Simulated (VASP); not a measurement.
Input of a VASP 6.6.1 run:

The input INCAR:

```
  PREC = Accurate
  ENCUT = 520
  EDIFF = 1E-7
  ISMEAR = -1
  SIGMA = 0.1
  LREAL = F
  LASPH = T
  NELM = 80
  ALGO = Normal
  ISIF = 2
  LWAVE = F
  LCHARG = T
  LELF = T
  LVHAR = T
  NBANDS = 13
```

The input KPOINTS:

```
regular mesh
0
Gamma
  15 15 15
```

The input POSCAR:

```
Ge
1.0
    0.0000000000      2.1385391663      2.1385391663
    2.1385391663      0.0000000000      2.1385391663
    2.1385391663      2.1385391663      0.0000000000
Ge
1
Direct
    0.0000000000      0.0000000000      0.0000000000
```

Potentials or basis: VASP PAW LDA potentials, release 64 (Ge_d).

The run is started by

```bash
$ cat potpaw_LDA.64/Ge_d/POTCAR > POTCAR
$ mpirun -np 1 vasp_std > vasp.out
```

Question: Predict the pressure.

Answer: -4.7 GPa.

Question: What does it give for the band gap on the k mesh?

Answer: Zero (band 7 reaches 14.65 eV, above the bottom of band 8 at 3.95 eV).
